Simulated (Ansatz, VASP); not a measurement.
Two plane-wave programs on SnO

The input INCAR:

```
PREC = Accurate
ENCUT = 520
EDIFF = 1E-6
ISMEAR = 0
SIGMA = 0.05
LREAL = False
LASPH = True
NELM = 80
ALGO = Normal
ISIF = 2
LWAVE = False
LCHARG = False
GGA = PE
NBANDS = 28
```

The input KPOINTS:

```
Automatic mesh
0
Gamma
  10 10 8
```

The input POSCAR:

```
SnO
1.0
    3.9842158739      0.0000000000      0.0000000000
    0.0000000000      3.9842158739      0.0000000000
    0.0000000000      0.0000000000      5.1432860516
Sn O
2 2
Direct
    0.0000000000      0.5000000000      0.2287361932
    0.5000000000      0.0000000000      0.7712638068
    0.0000000000      0.0000000000      0.0000000000
    0.5000000000      0.5000000000      0.0000000000
```

Input for Ansatz:

```yaml
crystal:
  lattice:
    - [3.9842158739, 0.0, 0.0]
    - [0.0, 3.9842158739, 0.0]
    - [0.0, 0.0, 5.1432860516]
  atoms:
    - { symbol: Sn, position: [0.0, 0.5, 0.2287361932] }
    - { symbol: Sn, position: [0.5, 0.0, 0.7712638068] }
    - { symbol: O, position: [0.0, 0.0, 0.0] }
    - { symbol: O, position: [0.5, 0.5, 0.0] }
basis:
  ecutwfc: 420
kpoints:
  mp_grid: { grid: [10, 10, 8] }
hamiltonian:
  xc: pbe
scf:
  occupations: { method: gaussian, width: 0.05 }
output:
  forces: true
  stress: true
  eigenvalues: true
```

Change from the starting cell: strain +0.030 along x and y, +0.015 along z, atoms carried along.

Alike in both runs: task single point; functional PBE; k mesh 10 × 10 × 8; occupations gaussian, width 0.05 eV; no spin polarisation.

|  | VASP | Ansatz |
| --- | --- | --- |
| version | VASP 6.6.1 | Ansatz 0.2.0 |
| potentials or method | VASP PAW PBE potentials, release 64 (Sn_d, O), cutoff 520 eV | scalar-relativistic, plane waves, PAW |
| valence electrons in the cell | 40 | 40 |

Ansatz gave:

* gap on the k mesh at the Fermi level (eV): 0.76
* least direct gap on the mesh (eV): 1.86
* pressure (GPa): -5.3
* traceless stress, the component that is largest in VASP (GPa): 1.42
* rms of the force components (eV/Å): 0.325

**Question.** What did VASP give for the same quantities?

**Answer.** gap on the k mesh at the Fermi level (eV): 0.76; least direct gap on the mesh (eV): 1.84; pressure (GPa): -5.2; traceless stress, the component that is largest in VASP (GPa): 1.43; rms of the force components (eV/Å): 0.300.

Atom by atom the forces differ by 0.025 eV/Å (rms over components). With one functional, cell and mesh, what is left measures potentials, basis and numerics.
